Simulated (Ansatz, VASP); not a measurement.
# MgSe: VASP beside Ansatz

```
CELL_PARAMETERS angstrom
0.00000 2.75447 2.75447
2.75447 0.00000 2.75447
2.75447 2.75447 0.00000
ATOMIC_POSITIONS crystal
Mg 0.00000 0.00000 0.00000
Se 0.50000 0.50000 0.50000
```

Alike in both runs: functional PBE; k mesh 8 × 8 × 8; occupations gaussian, width 0.02 eV; no spin polarisation.

Ansatz relaxed the structure, and its values are those at the end. VASP's run is a single point on that final structure, the one shown.

|  | VASP | Ansatz |
| --- | --- | --- |
| version | VASP 6.6.1 | Ansatz 0.2.0 |
| potentials or method | VASP PAW PBE potentials, release 64 (Mg, Se), cutoff 600 eV | scalar-relativistic, plane waves, PAW |
| valence electrons in the cell | 8 | 26 |

VASP gave:

| Item | Value |
| --- | --- |
| gap on the k mesh at the Fermi level (eV) | 1.75 |
| least direct gap on the mesh (eV) | 2.39 |
| pressure (GPa) | -0.1 |

Problem. What did Ansatz give for the same quantities?

Solution. gap on the k mesh at the Fermi level (eV): 1.77; least direct gap on the mesh (eV): 2.40; pressure (GPa): 0.0.

VASP's potentials hold 8 valence electrons a cell and Ansatz's 26, so a difference there can come from the potentials and not from the codes.
